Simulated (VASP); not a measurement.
Write the native input for VASP 6.6.1 that does the following.

```yaml
Task: single point
Functional: PBE
Potentials_or_basis: VASP PAW PBE potentials, release 64 (Bi_d)
Cutoff: 520 eV
k_mesh: 9 × 9 × 1
Occupations: gaussian, width 0.02 eV
Spin: no spin polarisation
Dipole_correction: yes
Further_INCAR_settings: ALGO = Normal; EDIFF = 1e-06; NBANDS = 22
```

The structure of Bi lies in POSCAR:

```
Bi
1.0
    4.4190000000      0.0000000000      0.0000000000
   -2.2095000000      3.8269662593      0.0000000000
    0.0000000000      0.0000000000     28.0000000000
Bi
2
Direct
    0.3333333333      0.6666666667      0.5198035714
    0.6666666667      0.3333333333      0.4801964286
```

One way to write it, as run:

INCAR

```
SYSTEM = Bi
PREC = Accurate
ENCUT = 520
EDIFF = 1E-6
ISMEAR = 0
SIGMA = 0.02
LREAL = .FALSE.
LASPH = .TRUE.
NELM = 80
ALGO = Normal
ISIF = 2
LWAVE = .FALSE.
LCHARG = .FALSE.
LDIPOL = .TRUE.
IDIPOL = 3
DIPOL = 0.5 0.5 0.500
GGA = PE
NBANDS = 22
```

KPOINTS

```
Automatic mesh
0
G
  9 9 1
  0 0 0
```

Potentials or basis: VASP PAW PBE potentials, release 64 (Bi_d).

Command:

```bash
$ cat potpaw_PBE.64/Bi_d/POTCAR > POTCAR
$ mpirun -np 1 vasp_std > vasp.out
```

Results of the run:

The largest force is 3.652 eV/Å.

It took 2.8 min on 1 thread of Intel(R) Xeon(R) Platinum 8488C (Sapphire Rapids), with other jobs on the host, peak memory 0.59 GiB.
